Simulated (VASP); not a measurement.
# W2AuN3 (Cmmm) in VASP: further runs

The runs below take W2AuN3 through single point, with PBE.

All numbers are computed with VASP 6.6.1; they aren't measurements. Logs are shortened: lines on timing, memory, paths and dates and some standing lists are left out, and cuts for length are marked.

## 1. The cell of the first run

Symmetry: Cmmm, No. 65, orthorhombic system. The conventional cell has a = 4.092 Å, b = 11.440 Å, c = 3.252 Å, α = 90.00°, β = 90.00°, γ = 90.00°. W (site symmetry m2m) has 5 N at 1.97 to 2.48 Å within 2.6 Å. Within 2.7 Å of Au (site symmetry mmm) lie 6 N at 2.05 to 2.49 Å. N (site symmetry m2m) has 3 W at 1.97 to 2.05 Å and 2 Au at 2.49 Å within 2.6 Å. N (site symmetry mmm) has 2 Au at 2.05 Å and 4 W at 2.48 Å within 2.7 Å.

## 2. Single point, PBE

The input, INCAR:

```
SYSTEM = W2AuN3
ALGO = Normal
EDIFF = 1E-6
ENCUT = 600
GGA = PE
GGA_COMPAT = .FALSE.
ISIF = 2
ISMEAR = 0
LASPH = .TRUE.
LCHARG = .TRUE.
LELF = .TRUE.
LREAL = .FALSE.
LVHAR = .TRUE.
LWAVE = .FALSE.
NBANDS = 36
NELM = 120
PREC = Accurate
SIGMA = 0.15
```

The input, KPOINTS:

```
k-points
0
G
  3 3 3
  0 0 0
```

The input, POSCAR:

```
W2AuN3
1.0
    2.0457751571     -5.7197719864      0.0000000000
    2.0457751571      5.7197719864      0.0000000000
    0.0000000000      0.0000000000      3.2520236744
W Au N
2 1 3
Direct
    0.6634640054      0.3365359946      0.5000000000
    0.3365359946      0.6634640054      0.5000000000
    0.0000000000      0.0000000000      0.0000000000
    0.1643758017      0.8356241983      0.5000000000
    0.8356241983      0.1643758017      0.5000000000
    0.5000000000      0.5000000000      0.0000000000
```

Potentials or basis: VASP PAW PBE potentials, release 64 (W_sv, Au, N).

Command:

```
> cat potpaw_PBE.64/W_sv/POTCAR potpaw_PBE.64/Au/POTCAR potpaw_PBE.64/N/POTCAR > POTCAR
> mpirun -np 1 vasp_std > vasp.out
```

OUTCAR:

```text
SYSTEM = W2AuN3
   EDIFF = 1E-6
   ENCUT = 600
   GGA = PE
   ISIF = 2
   ISMEAR = 0
   LASPH = .TRUE.
   LREAL = .FALSE.
   NELM = 120
   PREC = Accurate

 ion  position               nearest neighbor table
   1  0.663  0.337  0.500-   5 1.97   4 2.05   4 2.05   6 2.48   6 2.48   2 2.85   2 2.85   3 3.21
                             3 3.21   3 3.21   3 3.21
   2  0.337  0.663  0.500-   4 1.97   5 2.05   5 2.05   6 2.48   6 2.48   1 2.85   1 2.85   3 3.21
                             3 3.21   3 3.21   3 3.21
   3  0.000  0.000  0.000-   6 2.05   6 2.05   4 2.49   4 2.49   5 2.49   5 2.49   2 3.21   2 3.21
                             1 3.21   1 3.21   1 3.21   2 3.21   2 3.21   1 3.21
   4  0.164  0.836  0.500-   2 1.97   1 2.05   1 2.05   3 2.49   3 2.49
   5  0.836  0.164  0.500-   1 1.97   2 2.05   2 2.05   3 2.49   3 2.49
   6  0.500  0.500  0.000-   3 2.05   3 2.05   1 2.48   1 2.48   2 2.48   2 2.48

  LATTYP: Found a base centered orthorhombic cell.
 ALAT       =     4.0915503142
 B/A-ratio  =     2.7958947329
 C/A-ratio  =     0.7948145384

  Lattice vectors:

 A1 = (   2.0457751571,  -5.7197719864,   0.0000000000)
 A2 = (   2.0457751571,   5.7197719864,   0.0000000000)
 A3 = (   0.0000000000,   0.0000000000,   3.2520236744)

Analysis of symmetry for initial positions (statically):
=====================================================================
 Subroutine PRICEL returns:
 Original cell was already a primitive cell.

 Routine SETGRP: Setting up the symmetry group for a
 base centered orthorhombic supercell.

 Subroutine GETGRP returns: Found  8 space group operations
 (whereof  8 operations were pure point group operations)
 out of a pool of  8 trial point group operations.

The static configuration has the point symmetry D_2h.

Analysis of symmetry for dynamics (positions and initial velocities):
=====================================================================
 Subroutine PRICEL returns:
 Original cell was already a primitive cell.

 Routine SETGRP: Setting up the symmetry group for a
 base centered orthorhombic supercell.

 Subroutine GETGRP returns: Found  8 space group operations
 (whereof  8 operations were pure point group operations)
 out of a pool of  8 trial point group operations.

The dynamic configuration has the point symmetry D_2h.

 Subroutine INISYM returns: Found  8 space group operations
 (whereof  8 operations are pure point group operations),
 and found     1 'primitive' translations
[... 87 lines left out ...]
   LREAL  =      F    real-space projection
   EDIFFG = 0.1E-04   stopping-criterion for IOM
   NSW    =      0    number of steps for IOM
   IBRION =     -1    ionic relax: 0-MD 1-quasi-New 2-CG
   NFREE  =      0    steps in history (QN), initial steepest desc. (CG)
   ISIF   =      2    stress and relaxation
   ISYM   =      2    0-nonsym 1-usesym 2-fastsym
   POTIM  = 0.5000    time-step for ionic-motion
   TEBEG  =    0.0;   TEEND  =   0.0 temperature during run
   PSTRESS=    0.0 pullay stress
   NELECT =      54.0000    total number of electrons
   NUPDOWN=      -1.0000    fix difference up-down
   EMIN   =  10.00;   EMAX   =-10.00  energy-range for DOS
   EFERMI =   0.00;   METHOD = LEGACY
   ISMEAR =     0;   SIGMA  =   0.15  broadening in eV -4-tet -1-fermi 0-gaus
   EFERMI_NEDOS =   21; number of points for ismear=-14 and -15
   IALGO  =     38    algorithm
   IMIX   =      4    mixing-type and parameters
     AMIX     =   0.40;   BMIX     =  1.00
     AMIX_MAG =   1.60;   BMIX_MAG =  1.00
  volume/ion in A,a.u.               =      12.68        85.60
  Fermi-wavevector in a.u.,A,eV,Ry     =   1.460156  2.759295 29.008384  2.132056
  Thomas-Fermi vector in A             =   2.576639
   LORBIT       =      0    0 simple, 1 ext, 2 COOP (PROOUT), +10 PAW based schemes
   GGA     = PE    functional components
   LHFCALC =     F    Hartree Fock is set to
   AEXX    =    0.0000 exact exchange contribution
   IVDW    =     0    specifies the selected vdW correction
   LEPSILON=     F    determine dielectric tensor
   LRPA    =     F    only Hartree local field effects (RPA)
 non-spin polarized calculation
 Gauss-broadening in eV      SIGMA  =   0.15
  energy-cutoff  :      600.00
  volume of cell :       76.11
 maximum number of plane-waves:      2565
 NGX is ok and might be reduce to    50
   NGX = 25   NGY = 25   NGZ = 13

 number of electron      54.0000005 magnetization

 Free energy of the ion-electron system (eV)
  ---------------------------------------------------
  ext. energy  EPLUGINS =         0.00000000
  ---------------------------------------------------
  free energy    TOTEN  =       -49.25850663 eV

  energy without entropy =      -49.20636295  energy(sigma->0) =      -49.23243479

 E-fermi :   8.9107     XC(G=0): -12.4177

 val. band max:        8.8271447231   @ k =   0.3333   0.3333   0.0000
 cond. band min:       8.9667028919   @ k =  -0.3333   0.3333   0.3333
 fundamental gap:      0.1395581689
 Fermi energy:         8.9107127997

 k-point     1 :       0.0000    0.0000    0.0000
  band No.  band energies     occupation
      1     -66.4595      2.00000
      2     -66.4197      2.00000
      3     -30.9154      2.00000
      4     -30.8794      2.00000
      5     -30.6027      2.00000
      6     -30.5659      2.00000
[... 301 lines left out ...]
     35      12.7905      0.00000
     36      14.1143      0.00000

------------------------ aborting loop because EDIFF is reached ----------------------------------------

  FORCE on cell =-STRESS in cart. coord.  units (eV):
  Direction    XX          YY          ZZ          XY          YZ          ZX
  --------------------------------------------------------------------------------------
  -------------------------------------------------------------------------------------
  Total        0.3423301      0.5022916     -0.1536819      0.0000000      0.0000000      0.0000000
  in kB        7.2066820     10.5741670     -3.2352890      0.0000000      0.0000000      0.0000000
  external PRESSURE =       4.8485200 kB  Pullay stress =       0.0000000 kB

 VOLUME and BASIS-vectors are now :
 -----------------------------------------------------------------------------
  energy-cutoff  :      600.00
  volume of cell :       76.11
      direct lattice vectors                 reciprocal lattice vectors
     2.045775157 -5.719771986  0.000000000     0.244406135 -0.087416072  0.000000000
     2.045775157  5.719771986  0.000000000     0.244406135  0.087416072  0.000000000
     0.000000000  0.000000000  3.252023674     0.000000000  0.000000000  0.307500836

 POSITION                                       TOTAL-FORCE (eV/Angst)
 -----------------------------------------------------------------------------------
      2.04578     -1.86995      1.62601        -0.000000      0.112457      0.000000
      2.04578      1.86995      1.62601        -0.000000     -0.112457     -0.000000
      0.00000      0.00000      0.00000        -0.000000     -0.000000     -0.000000
      2.04578      3.83939      1.62601        -0.000000      0.093449     -0.000000
      2.04578     -3.83939      1.62601        -0.000000     -0.093449     -0.000000
      2.04578      0.00000      0.00000         0.000000     -0.000000     -0.000000
 -----------------------------------------------------------------------------------
    total drift:                                0.000000     -0.000000      0.000000

  FREE ENERGIE OF THE ION-ELECTRON SYSTEM (eV)
  ---------------------------------------------------
  free  energy   TOTEN  =       -49.2585066261 eV

  energy  without entropy=      -49.2063629479  energy(sigma->0) =      -49.23243479
```

stdout:

```text
POSCAR found type information on POSCAR W AuN
 POSCAR found :  3 types and       6 ions
 scaLAPACK will be used
 LDA part: xc-table for (Slater+PW92), standard interpolation
 POSCAR, INCAR and KPOINTS ok, starting setup
 FFT: planning ... GRIDC
 FFT: planning ... GRID_SOFT
 FFT: planning ... GRID
 WAVECAR not read
 entering main loop
```

Wall time 1.7 min (1 thread of Intel Xeon 8259CL, shared host); peak memory 0.25 GiB.

What came out:

```yaml
Free_energy: -49.2585 eV
Pressure: 0.5 GPa
Largest_force: 0.112 eV/Å
Band_gap_on_the_k_mesh: zero (band 27 reaches 9.08 eV, above the bottom of band 28 at 8.22 eV)
```

Forces in eV/Å, atoms in the order of the input:
```
W    0.000  0.112  0.000
W    0.000 -0.112  0.000
Au   0.000  0.000  0.000
N    0.000  0.093  0.000
N    0.000 -0.093  0.000
N    0.000  0.000  0.000
```

Levels at points of the mesh, in eV from the Fermi level:
```
           k point  band 25  band 26  band 27  band 28  band 29  band 30
(0.00, 0.00, 0.00)    -2.39    -1.33    -0.70    -0.67     0.13     0.83
```

Caveat: the k points lie up to 0.64 Å⁻¹ apart; spin-orbit coupling is left out, which moves the levels of the heavy elements.

## 3. Single point, PBE

This run uses another cell than the first one, of 13.21 Å³/atom, 1.042 times its volume.

The input, INCAR:

```
ALGO = Normal
EDIFF = 1E-6
ENCUT = 600
GGA = PE
GGA_COMPAT = False
ISIF = 2
ISMEAR = 0
LASPH = True
LCHARG = False
LREAL = False
LWAVE = False
NBANDS = 36
NELM = 120
PREC = Accurate
SIGMA = 0.15
```

The input, KPOINTS:

```
k-points
0
Gamma
  3 3 3
```

The input, POSCAR:

```
W2AuN3
1.0
    1.8876392664     -6.5985239901      0.0000000000
    1.8876392664      6.5985239901      0.0000000000
    0.0000000000      0.0000000000      3.1826651224
W Au N
2 1 3
Direct
    0.6470021049      0.3529978951      0.0000000000
    0.3529978951      0.6470021049      0.0000000000
    0.0000000000      0.0000000000      0.5000000000
    0.8175114397      0.1824885603      0.0000000000
    0.5000000000      0.5000000000      0.0000000000
    0.1824885603      0.8175114397      0.0000000000
```

Potentials or basis: VASP PAW PBE potentials, release 64 (W_sv, Au, N).

Command:

```
> cat potpaw_PBE.64/W_sv/POTCAR potpaw_PBE.64/Au/POTCAR potpaw_PBE.64/N/POTCAR > POTCAR
> mpirun -np 1 vasp_std > vasp.out
```

OUTCAR:

```text
EDIFF = 1E-6
   ENCUT = 600
   GGA = PE
   ISIF = 2
   ISMEAR = 0
   LASPH = True
   LREAL = False
   NELM = 120
   PREC = Accurate

 ion  position               nearest neighbor table
   1  0.647  0.353  0.000-   5 1.94   6 1.94   6 1.94   4 2.25   3 3.14   3 3.14   3 3.14   3 3.14
                             2 3.31   2 3.31
   2  0.353  0.647  0.000-   5 1.94   4 1.94   4 1.94   6 2.25   3 3.14   3 3.14   3 3.14   3 3.14
                             1 3.31   1 3.31
   3  0.000  0.000  0.500-   5 2.47   5 2.47   5 2.47   5 2.47   1 3.14   1 3.14   1 3.14   1 3.14
                             2 3.14   2 3.14   2 3.14   2 3.14
   4  0.818  0.182  0.000-   2 1.94   2 1.94   1 2.25
   5  0.500  0.500  0.000-   1 1.94   2 1.94   3 2.47   3 2.47   3 2.47   3 2.47
   6  0.182  0.818  0.000-   1 1.94   1 1.94   2 2.25

  LATTYP: Found a base centered orthorhombic cell.
 ALAT       =     3.7752785328
 B/A-ratio  =     3.4956488284
 C/A-ratio  =     0.8430278971

  Lattice vectors:

 A1 = (   1.8876392664,  -6.5985239901,   0.0000000000)
 A2 = (   1.8876392664,   6.5985239901,   0.0000000000)
 A3 = (   0.0000000000,   0.0000000000,   3.1826651224)

Analysis of symmetry for initial positions (statically):
=====================================================================
 Subroutine PRICEL returns:
 Original cell was already a primitive cell.

 Routine SETGRP: Setting up the symmetry group for a
 base centered orthorhombic supercell.

 Subroutine GETGRP returns: Found  8 space group operations
 (whereof  8 operations were pure point group operations)
 out of a pool of  8 trial point group operations.

The static configuration has the point symmetry D_2h.

Analysis of symmetry for dynamics (positions and initial velocities):
=====================================================================
 Subroutine PRICEL returns:
[... 119 lines left out ...]
     AMIX     =   0.40;   BMIX     =  1.00
     AMIX_MAG =   1.60;   BMIX_MAG =  1.00
  volume/ion in A,a.u.               =      13.21        89.17
  Fermi-wavevector in a.u.,A,eV,Ry     =   1.440380  2.721924 28.227944  2.074695
  Thomas-Fermi vector in A             =   2.559131
   LORBIT       =      0    0 simple, 1 ext, 2 COOP (PROOUT), +10 PAW based schemes
   GGA     = PE    functional components
   LHFCALC =     F    Hartree Fock is set to
   AEXX    =    0.0000 exact exchange contribution
   IVDW    =     0    specifies the selected vdW correction
   LEPSILON=     F    determine dielectric tensor
   LRPA    =     F    only Hartree local field effects (RPA)
 non-spin polarized calculation
 Gauss-broadening in eV      SIGMA  =   0.15
  energy-cutoff  :      600.00
  volume of cell :       79.28
 maximum number of plane-waves:      2666
   NGX = 27   NGY = 27   NGZ = 13

 number of electron      54.0000001 magnetization

 Free energy of the ion-electron system (eV)
  ---------------------------------------------------
  ext. energy  EPLUGINS =         0.00000000
  ---------------------------------------------------
  free energy    TOTEN  =       -51.08691133 eV

  energy without entropy =      -51.04198447  energy(sigma->0) =      -51.06444790

 E-fermi :   8.0199     XC(G=0): -12.1541

 val. band max:        8.0141564419   @ k =  -0.3333   0.3333   0.3333
 cond. band min:       8.0216578495   @ k =   0.3333   0.3333   0.3333
 fundamental gap:      0.0075014076
 Fermi energy:         8.0198783137

 k-point     1 :       0.0000    0.0000    0.0000
  band No.  band energies     occupation
      1     -66.9324      2.00000
      2     -66.9269      2.00000
      3     -31.3850      2.00000
      4     -31.2474      2.00000
      5     -31.2456      2.00000
      6     -31.2021      2.00000
[... 301 lines left out ...]
     35      13.0219      0.00000
     36      14.5579      0.00000

------------------------ aborting loop because EDIFF is reached ----------------------------------------

  FORCE on cell =-STRESS in cart. coord.  units (eV):
  Direction    XX          YY          ZZ          XY          YZ          ZX
  --------------------------------------------------------------------------------------
  -------------------------------------------------------------------------------------
  Total        0.5560944      0.5881901     -0.2085636      0.0000000      0.0000000      0.0000000
  in kB       11.2375678     11.8861597     -4.2146577      0.0000000      0.0000000      0.0000000
  external PRESSURE =       6.3030233 kB  Pullay stress =       0.0000000 kB

 VOLUME and BASIS-vectors are now :
 -----------------------------------------------------------------------------
  energy-cutoff  :      600.00
  volume of cell :       79.28
      direct lattice vectors                 reciprocal lattice vectors
     1.887639266 -6.598523990  0.000000000     0.264881118 -0.075774522  0.000000000
     1.887639266  6.598523990  0.000000000     0.264881118  0.075774522  0.000000000
     0.000000000  0.000000000  3.182665122     0.000000000  0.000000000  0.314202080

 POSITION                                       TOTAL-FORCE (eV/Angst)
 -----------------------------------------------------------------------------------
      1.88764     -1.93999      0.00000         0.000000     -0.033793      0.000000
      1.88764      1.93999      0.00000         0.000000      0.033793     -0.000000
      0.00000      0.00000      1.59133         0.000000      0.000000      0.000000
      1.88764     -4.19021      0.00000         0.000000      0.012913      0.000000
      1.88764      0.00000      0.00000         0.000000      0.000000      0.000000
      1.88764      4.19021      0.00000         0.000000     -0.012913      0.000000
 -----------------------------------------------------------------------------------
    total drift:                                0.000000      0.000000     -0.000000

  FREE ENERGIE OF THE ION-ELECTRON SYSTEM (eV)
  ---------------------------------------------------
  free  energy   TOTEN  =       -51.0869113298 eV

  energy  without entropy=      -51.0419844718  energy(sigma->0) =      -51.06444790
```

stdout:

```text
POSCAR found type information on POSCAR W AuN
 POSCAR found :  3 types and       6 ions
 scaLAPACK will be used
 LDA part: xc-table for (Slater+PW92), standard interpolation
 POSCAR, INCAR and KPOINTS ok, starting setup
 FFT: planning ... GRIDC
 FFT: planning ... GRID_SOFT
 FFT: planning ... GRID
 WAVECAR not read
 entering main loop
```

Wall time 94 s (1 thread of Intel Xeon 8259CL, shared host); peak memory 0.29 GiB.

What came out:

| Item | Value |
| --- | --- |
| Free energy | -51.0869 eV |
| Pressure | 0.6 GPa |
| Largest force | 0.034 eV/Å |
| Band gap on the k mesh | zero (band 27 reaches 8.02 eV, above the bottom of band 28 at 8.01 eV) |

Forces on the atoms (eV/Å):
```
W    0.000 -0.034  0.000
W    0.000  0.034  0.000
Au   0.000  0.000  0.000
N    0.000  0.013  0.000
N    0.000  0.000  0.000
N    0.000 -0.013  0.000
```

Stress tensor (GPa, compression positive):
```
 1.12  0.00  0.00
 0.00  1.19  0.00
 0.00  0.00 -0.42
```

Caveat: the k points lie up to 0.66 Å⁻¹ apart; spin-orbit coupling is left out, which moves the levels of the heavy elements.
